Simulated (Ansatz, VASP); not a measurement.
Two plane-wave programs on YbH3

The input INCAR:

```
SYSTEM = YbH3
  PREC = Accurate
  ENCUT = 520
  EDIFF = 1E-7
  ISMEAR = 0
  SIGMA = 0.05
  LREAL = .False.
  LASPH = .True.
  NELM = 80
  ALGO = Normal
  ISIF = 2
  LWAVE = .False.
  LCHARG = .True.
  GGA = PE
  LELF = .True.
  LVHAR = .True.
  NBANDS = 22
```

File KPOINTS:

```
Automatic mesh
0
Gamma
  10 10 10
  0 0 0
```

Contents of POSCAR:

```
YbH3
1.0
    0.0000000000      2.5581322471      2.5581322471
    2.5581322471      0.0000000000      2.5581322471
    2.5581322471      2.5581322471      0.0000000000
Yb H
1 3
Direct
    0.0000000000      0.0000000000      0.0000000000
    0.5000000000      0.5000000000      0.5000000000
    0.2500000000      0.2500000000      0.2500000000
    0.7500000000      0.7500000000      0.7500000000
```

Input for Ansatz:

```yaml
crystal:
  lattice:
    - [0.0, 2.5581322471, 2.5581322471]
    - [2.5581322471, 0.0, 2.5581322471]
    - [2.5581322471, 2.5581322471, 0.0]
  atoms:
    - { symbol: Yb, position: [0.0, 0.0, 0.0] }
    - { symbol: H, position: [0.5, 0.5, 0.5] }
    - { symbol: H, position: [0.25, 0.25, 0.25] }
    - { symbol: H, position: [0.75, 0.75, 0.75] }
basis:
  ecutwfc: 420
  ecutrho_ratio: 4
kpoints:
  mp_grid: { grid: [10, 10, 10] }
hamiltonian:
  xc: pbe
scf:
  occupations: { method: gaussian, width: 0.05 }
output:
  forces: true
  stress: true
  eigenvalues: true
```

Alike in both runs: task single point; functional PBE; k mesh 10 × 10 × 10; occupations gaussian, width 0.05 eV; no spin polarisation.

```csv
,VASP,Ansatz
version,VASP 6.6.1,Ansatz 0.2.0
potentials or method,"VASP PAW PBE potentials, release 64 (Yb, H), cutoff 520 eV","scalar-relativistic, plane waves, PAW"
valence electrons in the cell,27,27
```

|  | VASP | Ansatz | Ansatz less VASP |
| --- | --- | --- | --- |
| gap on the k mesh at the Fermi level (eV) | none | none | - |
| pressure (GPa) | -1.7 | -1.6 | +0.07 |

A gap of «none» marks a metal or a gap that the smearing closes.

Neither program's run includes spin-orbit coupling.
